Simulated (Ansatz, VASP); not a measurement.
# Two plane-wave programs on KCl

```xyz
2
Lattice="0.0000 3.2981 3.1561 3.2981 0.0000 3.1561 3.2981 3.2981 0.0000" Properties=species:S:1:pos:R:3 pbc="T T T"
K     0.0000    0.0000    0.0000
Cl    3.2981    3.2981    3.1561
```

Change from the starting cell: strain +0.0450 x Voigt [1, 1, 0, 0, 0, 0], atoms carried along.

Alike in both runs: task single point; functional PBE; k mesh 6 × 6 × 6; occupations gaussian, width 0.05 eV; no spin polarisation.

```csv
,VASP,Ansatz
version,VASP 6.6.1,Ansatz 0.2.0
potentials or method,"VASP PAW PBE potentials, release 64 (K_sv, Cl), cutoff 520 eV","scalar-relativistic, plane waves, PAW"
valence electrons in the cell,16,16
```

```csv
,VASP,Ansatz,Ansatz less VASP
gap on the k mesh at the Fermi level (eV),4.86,4.86,+0.002
least direct gap on the mesh (eV),4.86,4.86,+0.002
pressure (GPa),-0.7,-0.7,-0.01
"traceless stress, the component that is largest in VASP (GPa)",0.71,0.70,-0.014
```
